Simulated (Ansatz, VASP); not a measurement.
**Pt: VASP beside Ansatz**

File INCAR:

```
PREC = Accurate ; ENCUT = 520
EDIFF = 1E-6 ; ISMEAR = 0
SIGMA = 0.1 ; LREAL = False
LASPH = True ; NELM = 100
ALGO = Fast ; ISIF = 2
LWAVE = False ; LCHARG = True
GGA = PE ; LELF = True
LVHAR = True ; NBANDS = 17
```

The input KPOINTS:

```
regular mesh
0
Gamma
  9 6 24
```

Contents of POSCAR:

```
Pt
1.0
    3.9364208148      0.0000000000     -0.0037581429
    0.0000000000      5.5669422406      0.0000000115
   -1.9695643466      1.3917355631      1.4240715014
Pt
2
Direct
    0.0000000000      0.5000000000      0.0000000000
    0.0000000000      0.0000000000      0.0000000000
```

Input for Ansatz:

```yaml
crystal:
  lattice:
    - [3.9364208148, 0.0, -0.0037581429]
    - [0.0, 5.5669422406, 1.15e-08]
    - [-1.9695643466, 1.3917355631, 1.4240715014]
  atoms:
    - { symbol: Pt, position: [0.0, 0.5, 0.0] }
    - { symbol: Pt, position: [0.0, 0.0, 0.0] }
basis:
  ecutwfc: 420
kpoints:
  mp_grid: { grid: [9, 6, 24] }
hamiltonian:
  xc: pbe
scf:
  occupations: { method: gaussian, width: 0.1 }
output:
  forces: true
  stress: true
  eigenvalues: true
```

Change from the starting cell: band edges of the strained film's bulk.

Alike in both runs: task single point; functional PBE; k mesh 9 × 6 × 24; occupations gaussian, width 0.1 eV; no spin polarisation.

|  | VASP | Ansatz |
| --- | --- | --- |
| version | VASP 6.6.1 | Ansatz 0.2.0 |
| potentials or method | VASP PAW PBE potentials, release 64 (Pt), cutoff 520 eV | scalar-relativistic, plane waves, PAW |
| valence electrons in the cell | 20 | 36 |

```tsv
	VASP	Ansatz	Ansatz less VASP
gap on the k mesh at the Fermi level (eV)	none	none	-
pressure (GPa)	0.6	1.1	+0.48
traceless stress, the component that is largest in VASP (GPa)	-1.12	-1.10	+0.020
```

A gap of «none» marks a metal or a gap that the smearing closes. The functional is the same, so the differences come from potentials, cutoffs and numerics. VASP's potentials hold 20 valence electrons a cell and Ansatz's 36, so a difference there can come from the potentials and not from the codes.

Neither program's run includes spin-orbit coupling.
